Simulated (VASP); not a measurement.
# BaSrInSbO6 (Cm) in VASP: further runs

The runs below take BaSrInSbO6 through single point, with PBE.

Everything below comes from runs of VASP 6.6.1. Logs are shortened: lines on timing, memory, paths and dates and some standing lists are left out, and cuts for length are marked.

## 1. The cell of the first run

The structure is monoclinic, space group Cm (No. 8). The conventional cell has a = 10.181 Å, b = 5.878 Å, c = 5.878 Å, α = 90.00°, β = 125.26°, γ = 90.00°. Ba (site symmetry m) has 12 O at 2.92 to 2.96 Å and 4 Sb at 3.59 to 3.61 Å and 4 In at 3.59 to 3.61 Å within 3.9 Å. Sr (site symmetry m) has 12 O at 2.92 to 2.96 Å and 4 Sb at 3.59 to 3.61 Å and 4 In at 3.59 to 3.60 Å within 3.9 Å. In (site symmetry m) has 6 O at 2.06 to 2.25 Å within 2.7 Å. Sb (site symmetry m) has 6 O at 1.90 to 2.10 Å within 2.5 Å. O (site symmetry m) has 1 Sb at 1.99 Å and 1 In at 2.17 Å within 2.6 Å. O (site symmetry m) has 1 Sb at 2.02 Å and 1 In at 2.14 Å and 2 O at 2.77 Å within 2.8 Å. O (site symmetry 1) has 1 Sb at 1.90 Å and 1 In at 2.25 Å within 2.5 Å. O (site symmetry 1) has 1 In at 2.06 Å and 1 Sb at 2.10 Å within 2.7 Å.

## 2. Single point, PBE (atoms displaced along a vibrational mode)

Input file INCAR:

```
ALGO = Normal
EDIFF = 1E-6
ENCUT = 520
GGA = PE
ISIF = 2
ISMEAR = 0
LASPH = True
LCHARG = True
LELF = True
LREAL = False
LVHAR = True
LWAVE = False
NBANDS = 48
NELM = 60
PREC = Accurate
SIGMA = 0.05
```

Input file KPOINTS:

```
k-points
0
Gamma
  6 6 6
```

Input file POSCAR:

```
BaSrInSbO6
1.0
    0.0000000000      4.1564860908      4.1564860908
    4.1564860908      0.0000000000      4.1564860908
    4.1564860908      4.1564860908      0.0000000000
Ba Sr In Sb O
1 1 1 1 6
Direct
    0.2500561595      0.2499963861      0.2499963861
    0.7501496840      0.7499903678      0.7499903678
    0.0013357705     -0.0000859569     -0.0000859569
    0.5029427845      0.4998106317      0.4998106317
    0.7422629799      0.2606639854      0.2606639854
    0.2606639854      0.7422862634      0.7422862634
    0.7317517645      0.7284221907      0.2711852413
    0.2501427295      0.2467866696      0.7527974789
    0.2501427295      0.7527974789      0.2467866696
    0.7317517645      0.2711852413      0.7284221907
```

Potentials or basis: VASP PAW PBE potentials, release 64 (Ba_sv, Sr_sv, In_d, Sb, O).

The run is started by

```
$ cat potpaw_PBE.64/Ba_sv/POTCAR potpaw_PBE.64/Sr_sv/POTCAR potpaw_PBE.64/In_d/POTCAR potpaw_PBE.64/Sb/POTCAR potpaw_PBE.64/O/POTCAR > POTCAR
$ mpirun -np 1 vasp_std > vasp.out
```

OUTCAR:

```text
EDIFF = 1E-6
   ENCUT = 520
   GGA = PE
   ISIF = 2
   ISMEAR = 0
   LASPH = True
   LREAL = False
   NELM = 60
   PREC = Accurate

 ion  position               nearest neighbor table
   1  0.250  0.250  0.250-   5 2.92   9 2.93   8 2.93   7 2.93  10 2.93   6 2.94   6 2.94   8 2.95
                             9 2.95   7 2.95  10 2.95   5 2.96   4 3.59   3 3.59   3 3.60   3 3.60
   2  0.750  0.750  0.750-   6 2.92   8 2.93   9 2.93   7 2.94  10 2.94   5 2.94   5 2.94   8 2.95
                             9 2.95   7 2.95  10 2.95   6 2.96   4 3.59   3 3.59   4 3.60   4 3.60
   3  0.001  1.000  1.000-   9 2.06   8 2.06   6 2.14   5 2.17   7 2.25  10 2.25   2 3.59   1 3.59
                             1 3.60   1 3.60   2 3.60   2 3.60   2 3.60   1 3.61
   4  0.503  0.500  0.500-   7 1.90  10 1.90   5 1.99   6 2.02   9 2.10   8 2.10   1 3.59   2 3.59
                             2 3.60   2 3.60   1 3.60   1 3.60   1 3.61   2 3.61
   5  0.742  0.261  0.261-   4 1.99   3 2.17   1 2.92   2 2.94   2 2.94   1 2.96
   6  0.261  0.742  0.742-   4 2.02   3 2.14   2 2.92   1 2.94   1 2.94   2 2.96
   7  0.732  0.728  0.271-   4 1.90   3 2.25   1 2.93   2 2.94   2 2.95   1 2.95
   8  0.250  0.247  0.753-   3 2.06   4 2.10   2 2.93   1 2.93   1 2.95   2 2.95
   9  0.250  0.753  0.247-   3 2.06   4 2.10   2 2.93   1 2.93   1 2.95   2 2.95
  10  0.732  0.271  0.728-   4 1.90   3 2.25   1 2.93   2 2.94   2 2.95   1 2.95

  LATTYP: Found a face centered cubic cell.
 ALAT       =     8.3129721816

  Lattice vectors:

 A1 = (   0.0000000000,   4.1564860908,   4.1564860908)
 A2 = (   4.1564860908,   0.0000000000,   4.1564860908)
 A3 = (   4.1564860908,   4.1564860908,   0.0000000000)

Analysis of symmetry for initial positions (statically):
=====================================================================
 Subroutine PRICEL returns:
 Original cell was already a primitive cell.

 Routine SETGRP: Setting up the symmetry group for a
 face centered cubic supercell.

 Subroutine GETGRP returns: Found  2 space group operations
 (whereof  2 operations were pure point group operations)
 out of a pool of 48 trial point group operations.

The static configuration has the point symmetry C_1h.

Analysis of symmetry for dynamics (positions and initial velocities):
=====================================================================
 Subroutine PRICEL returns:
 Original cell was already a primitive cell.

 Routine SETGRP: Setting up the symmetry group for a
 face centered cubic supercell.

 Subroutine GETGRP returns: Found  2 space group operations
 (whereof  2 operations were pure point group operations)
 out of a pool of 48 trial point group operations.

The dynamic configuration has the point symmetry C_1h.

 Subroutine INISYM returns: Found  2 space group operations
 (whereof  2 operations are pure point group operations),
 and found     1 'primitive' translations

----------------------------------------------------------------------------------------

                                     Primitive cell

  volume of cell :     143.6180

  direct lattice vectors                    reciprocal lattice vectors
     0.000000000  4.156486091  4.156486091    -0.120293919  0.120293919  0.120293919
     4.156486091  0.000000000  4.156486091     0.120293919 -0.120293919  0.120293919
     4.156486091  4.156486091  0.000000000     0.120293919  0.120293919 -0.120293919

  length of vectors
     5.878159001  5.878159001  5.878159001     0.208355179  0.208355179  0.208355179

  position of ions in fractional coordinates (direct lattice)
     0.250056159  0.249996386  0.249996386
     0.750149684  0.749990368  0.749990368
     0.001335770  0.999914043  0.999914043
     0.502942785  0.499810632  0.499810632
     0.742262980  0.260663985  0.260663985
     0.260663985  0.742286263  0.742286263
     0.731751764  0.728422191  0.271185241
     0.250142729  0.246786670  0.752797479
     0.250142729  0.752797479  0.246786670
     0.731751764  0.271185241  0.728422191

  ion indices of the primitive-cell ions
   primitive index   ion index
                 1           1
                 2           2
                 3           3
                 4           4
                 5           5
                 6           6
                 7           7
                 8           8
                 9           9
                10          10

----------------------------------------------------------------------------------------

 KPOINTS: k-points

Automatic generation of k-mesh.
 Grid dimensions read from file:
 generate k-points for:    6    6    6

 Generating k-lattice:

  Cartesian coordinates                     Fractional coordinates (reciprocal lattice)
    -0.020048986  0.020048986  0.020048986     0.166666667  0.000000000  0.000000000
     0.020048986 -0.020048986  0.020048986     0.000000000  0.166666667  0.000000000
     0.020048986  0.020048986 -0.020048986     0.000000000  0.000000000  0.166666667

  Length of vectors
     0.034725863  0.034725863  0.034725863

  Shift w.r.t. Gamma in fractional coordinates (k-lattice)
     0.000000000  0.000000000  0.000000000

 Subroutine IBZKPT returns following result:
 ===========================================

 Found     68 irreducible k-points:

 Following reciprocal coordinates:
            Coordinates               Weight
  0.000000  0.000000  0.000000      1.000000
  0.166667  0.000000  0.000000      2.000000
  0.000000  0.166667  0.000000      4.000000
  0.166667  0.166667  0.166667      2.000000
  0.333333  0.000000  0.000000      2.000000
  0.000000  0.333333  0.000000      4.000000
[... 16 lines left out ...]
  0.166667  0.166667 -0.333333      4.000000
  0.500000  0.333333  0.500000      4.000000
 [... further k-points ...]
   k-points           NKPTS =     68   k-points in BZ     NKDIM =     68   number of bands    NBANDS=     48
   number of dos      NEDOS =    301   number of ions     NIONS =     10
   total plane-waves  NPLWV = 110592
   dimension x,y,z NGX =    48 NGY =   48 NGZ =   48
   dimension x,y,z NGXF=    96 NGYF=   96 NGZF=   96
   ions per type =               1   1   1   1   6
   NGX,Y,Z   is equivalent  to a cutoff of  13.58, 13.58, 13.58 a.u.
   NGXF,Y,Z  is equivalent  to a cutoff of  27.15, 27.15, 27.15 a.u.
 SYSTEM =  unknown system
   PREC   = accura    normal or accurate (medium, high low for compatibility)
   ISTART =      0    job   : 0-new  1-cont  2-samecut
   ICHARG =      2    charge: 1-file 2-atom 10-const
   ISPIN  =      1    spin polarized calculation?
   LNONCOLLINEAR =      F non collinear calculations
   LSORBIT =      F    spin-orbit coupling
   LASPH  =      T    aspherical Exc in radial PAW
   ENCUT  =  520.0 eV  38.22 Ry    6.18 a.u.  10.93 10.93 10.93*2*pi/ulx,y,z
   NELM   =     60;   NELMIN=  2; NELMDL= -5     # of ELM steps
   EDIFF  = 0.1E-05   stopping-criterion for ELM
   LREAL  =      F    real-space projection
   EDIFFG = 0.1E-04   stopping-criterion for IOM
   NSW    =      0    number of steps for IOM
   IBRION =     -1    ionic relax: 0-MD 1-quasi-New 2-CG
   NFREE  =      0    steps in history (QN), initial steepest desc. (CG)
   ISIF   =      2    stress and relaxation
   ISYM   =      2    0-nonsym 1-usesym 2-fastsym
   POTIM  = 0.5000    time-step for ionic-motion
   TEBEG  =    0.0;   TEEND  =   0.0 temperature during run
   PSTRESS=    0.0 pullay stress
   NELECT =      74.0000    total number of electrons
   NUPDOWN=      -1.0000    fix difference up-down
   EMIN   =  10.00;   EMAX   =-10.00  energy-range for DOS
   EFERMI =   0.00;   METHOD = LEGACY
   ISMEAR =     0;   SIGMA  =   0.05  broadening in eV -4-tet -1-fermi 0-gaus
   EFERMI_NEDOS =   21; number of points for ismear=-14 and -15
   IALGO  =     38    algorithm
   IMIX   =      4    mixing-type and parameters
     AMIX     =   0.40;   BMIX     =  1.00
     AMIX_MAG =   1.60;   BMIX_MAG =  1.00
  volume/ion in A,a.u.               =      14.36        96.92
  Fermi-wavevector in a.u.,A,eV,Ry     =   1.312449  2.480169 23.436337  1.722522
  Thomas-Fermi vector in A             =   2.442840
   LORBIT       =      0    0 simple, 1 ext, 2 COOP (PROOUT), +10 PAW based schemes
   GGA     = PE    functional components
   LHFCALC =     F    Hartree Fock is set to
   AEXX    =    0.0000 exact exchange contribution
   IVDW    =     0    specifies the selected vdW correction
   LEPSILON=     F    determine dielectric tensor
   LRPA    =     F    only Hartree local field effects (RPA)
 non-spin polarized calculation
 Gauss-broadening in eV      SIGMA  =   0.05
  energy-cutoff  :      520.00
  volume of cell :      143.62
 maximum number of plane-waves:      3892
 NGX is ok and might be reduce to    48
   NGX = 21   NGY = 21   NGZ = 21

 number of electron      74.0000000 magnetization

 Free energy of the ion-electron system (eV)
  ---------------------------------------------------
  ext. energy  EPLUGINS =         0.00000000
  ---------------------------------------------------
  free energy    TOTEN  =       -60.63390524 eV

  energy without entropy =      -60.63390524  energy(sigma->0) =      -60.63390524

 E-fermi :   4.2864     XC(G=0): -10.6739

 val. band max:        4.0200642946   @ k =   0.0000   0.0000   0.0000
 cond. band min:       4.8352756186   @ k =   0.0000   0.0000   0.0000
 fundamental gap:      0.8152113240
 Fermi energy:         4.2863981972

 k-point     1 :       0.0000    0.0000    0.0000
  band No.  band energies     occupation
      1     -29.3743      2.00000
      2     -20.9899      2.00000
      3     -14.1594      2.00000
      4     -12.6435      2.00000
      5     -12.6192      2.00000
      6     -12.5956      2.00000
[... 40 lines left out ...]
     47      11.1083      0.00000
     48      12.6409      0.00000
[... 1171 lines left out ...]
     47      11.9599      0.00000
     48      12.1613      0.00000

 [... further k-points ...]

------------------------ aborting loop because EDIFF is reached ----------------------------------------

  FORCE on cell =-STRESS in cart. coord.  units (eV):
  Direction    XX          YY          ZZ          XY          YZ          ZX
  --------------------------------------------------------------------------------------
  -------------------------------------------------------------------------------------
  Total        0.9336487      2.8843600      2.8843600      0.0526026     -0.2333002      0.0526026
  in kB       10.4156192     32.1774074     32.1774074      0.5868255     -2.6026561      0.5868255
  external PRESSURE =      24.9234780 kB  Pullay stress =       0.0000000 kB

 VOLUME and BASIS-vectors are now :
 -----------------------------------------------------------------------------
  energy-cutoff  :      520.00
  volume of cell :      143.62
      direct lattice vectors                 reciprocal lattice vectors
     0.000000000  4.156486091  4.156486091    -0.120293919  0.120293919  0.120293919
     4.156486091  0.000000000  4.156486091     0.120293919 -0.120293919  0.120293919
     4.156486091  4.156486091  0.000000000     0.120293919  0.120293919 -0.120293919

 POSITION                                       TOTAL-FORCE (eV/Angst)
 -----------------------------------------------------------------------------------
      2.07821      2.07846      2.07846         0.006420     -0.034946     -0.034946
      6.23465      6.23531      6.23531         0.008731     -0.069596     -0.069596
      8.31226      4.16168      4.16168         0.119651     -0.930827     -0.930827
      4.15491      4.16793      4.16793         0.286124     -2.227751     -2.227751
      2.16689      4.16865      4.16865        -0.281629     -0.273837     -0.273837
      6.17061      4.16875      4.16875        -0.291976     -0.266618     -0.266618
      4.15485      4.16869      6.06919         0.041677     -0.303213      2.424028
      4.15476      4.16871      2.06548         0.034663     -0.250767      1.933527
      4.15476      2.06548      4.16871         0.034663      1.933527     -0.250767
      4.15485      6.06919      4.16869         0.041677      2.424028     -0.303213
 -----------------------------------------------------------------------------------
    total drift:                               -0.000110     -0.000178     -0.000178

  FREE ENERGIE OF THE ION-ELECTRON SYSTEM (eV)
  ---------------------------------------------------
  free  energy   TOTEN  =       -60.6339052419 eV

  energy  without entropy=      -60.6339052419  energy(sigma->0) =      -60.63390524
```

Wall time 5.9 min (1 thread of Intel Xeon 6975P-C (Granite Rapids), shared host); peak memory 0.65 GiB.

Results:

```
Free energy            : -60.6339 eV
Pressure               : 2.5 GPa
Largest force          : 3.163 eV/Å
Band gap on the k mesh : 0.82 eV
```

Forces on the atoms (eV/Å):
```
Ba   0.006 -0.035 -0.035
Sr   0.009 -0.070 -0.070
In   0.120 -0.931 -0.931
Sb   0.286 -2.228 -2.228
O   -0.282 -0.274 -0.274
O   -0.292 -0.267 -0.267
O    0.042 -0.303  2.424
O    0.035 -0.251  1.934
O    0.035  1.934 -0.251
O    0.042  2.424 -0.303
```

Stress tensor (GPa, compression positive):
```
 1.04  0.06  0.06
 0.06  3.22 -0.26
 0.06 -0.26  3.22
```

Levels at points of the mesh, in eV from the valence-band top:
| k point | band 33 | band 34 | band 35 | band 36 | band 37 | band 38 | band 39 | band 40 | band 41 | band 42 |
| --- | --- | --- | --- | --- | --- | --- | --- | --- | --- | --- |
| (0.00, 0.00, 0.00) | -0.65 | -0.60 | -0.02 | -0.02 | 0.00 | 0.82 | 5.01 | 5.01 | 5.12 | 5.23 |
| (0.50, 0.00, 0.00) | -0.71 | -0.66 | -0.43 | -0.41 | -0.39 | 3.85 | 4.41 | 6.53 | 6.55 | 6.75 |
| (0.00, 0.50, 0.00) | -0.67 | -0.65 | -0.51 | -0.46 | -0.41 | 3.93 | 4.39 | 6.54 | 6.56 | 6.75 |
| (0.50, 0.50, 0.50) | -0.67 | -0.63 | -0.52 | -0.48 | -0.39 | 3.87 | 4.40 | 6.56 | 6.56 | 6.75 |
| (0.50, 0.50, 0.00) | -1.16 | -0.90 | -0.85 | -0.73 | -0.08 | 4.51 | 6.26 | 6.59 | 6.62 | 7.33 |
| (0.00, 0.50, 0.50) | -1.17 | -0.88 | -0.87 | -0.71 | -0.08 | 4.53 | 6.17 | 6.58 | 6.61 | 7.27 |

Caveat: the cell differs from its parent crystal (atoms displaced along a vibrational mode); spin-orbit coupling is left out, which moves the levels of the heavy elements; forces of over 1 eV/Å act on the atoms, so gaps and moduli don't describe the material at rest.

## 3. Single point, PBE (atoms displaced along a vibrational mode)

Input file INCAR:

```
SYSTEM = BaSrInSbO6
PREC = Accurate ; ENCUT = 520
EDIFF = 1E-7 ; ISMEAR = 0
SIGMA = 0.05 ; LREAL = .False.
LASPH = .True. ; NELM = 80
ALGO = Normal ; ISIF = 2
LWAVE = .False. ; LCHARG = .True.
GGA = PE ; LELF = .True.
LVHAR = .True. ; NBANDS = 48
```

Input file KPOINTS:

```
regular mesh
0
Gamma
  6 6 6
  0 0 0
```

Input file POSCAR:

```
BaSrInSbO6
1.0
    0.0000000000      4.1564860908      4.1564860908
    4.1564860908      0.0000000000      4.1564860908
    4.1564860908      4.1564860908      0.0000000000
Ba Sr In Sb O
1 1 1 1 6
Direct
    0.2499625604      0.2500024092      0.2500024092
    0.7499002107      0.7500064214      0.7500064214
   -0.0008905136      0.0000573046      0.0000573046
    0.4980381437      0.5001262455      0.5001262455
    0.7398432450      0.2582054447      0.2582054447
    0.2582054447      0.7398277227      0.7398277227
    0.7468507220      0.7490704379      0.2511912742
    0.2652196153      0.2674569886      0.7328202458
    0.2652196153      0.7328202458      0.2674569886
    0.7468507220      0.2511912742      0.7490704379
```

Potentials or basis: VASP PAW PBE potentials, release 64 (Ba_sv, Sr_sv, In_d, Sb, O).

The run is started by

```
$ cat potpaw_PBE.64/Ba_sv/POTCAR potpaw_PBE.64/Sr_sv/POTCAR potpaw_PBE.64/In_d/POTCAR potpaw_PBE.64/Sb/POTCAR potpaw_PBE.64/O/POTCAR > POTCAR
$ mpirun -np 1 vasp_std > vasp.out
```

Wall time 22 min (1 thread of Intel Xeon 8259CL, shared host); peak memory 0.66 GiB.

It converged, with:

| Quantity | Value |
| --- | --- |
| Free energy | -60.8726 eV |
| Pressure | 1.4 GPa |
| Largest force | 2.026 eV/Å |
| Band gap on the k mesh | 0.79 eV |

Forces in eV/Å, atoms in the order of the input:
```
Ba  -0.003  0.023  0.023
Sr  -0.007  0.047  0.047
In  -0.081  0.598  0.598
Sb  -0.190  1.426  1.426
O    0.205  0.178  0.178
O    0.175  0.182  0.182
O   -0.023  0.170 -1.314
O   -0.027  0.194 -1.504
O   -0.027 -1.504  0.194
O   -0.023 -1.314  0.170
```

Stress tensor (GPa, compression positive):
```
 0.79  0.00  0.00
 0.00  1.75 -0.11
 0.00 -0.11  1.75
```

Levels at points of the mesh, in eV from the valence-band top:
```tsv
k point	band 35	band 36	band 37	band 38	band 39	band 40
(0.00, 0.00, 0.00)	-0.01	-0.01	0.00	0.79	5.02	5.02
(0.50, 0.00, 0.00)	-0.50	-0.49	-0.40	3.93	4.41	6.56
(0.00, 0.50, 0.00)	-0.49	-0.46	-0.41	3.96	4.40	6.55
(0.50, 0.50, 0.50)	-0.45	-0.43	-0.41	3.93	4.41	6.55
(0.50, 0.50, 0.00)	-0.86	-0.74	-0.08	4.56	6.37	6.61
(0.00, 0.50, 0.50)	-0.88	-0.73	-0.08	4.57	6.33	6.60
```

Caveat: the cell differs from its parent crystal (atoms displaced along a vibrational mode); spin-orbit coupling is left out, which moves the levels of the heavy elements; forces of over 1 eV/Å act on the atoms, so gaps and moduli don't describe the material at rest.
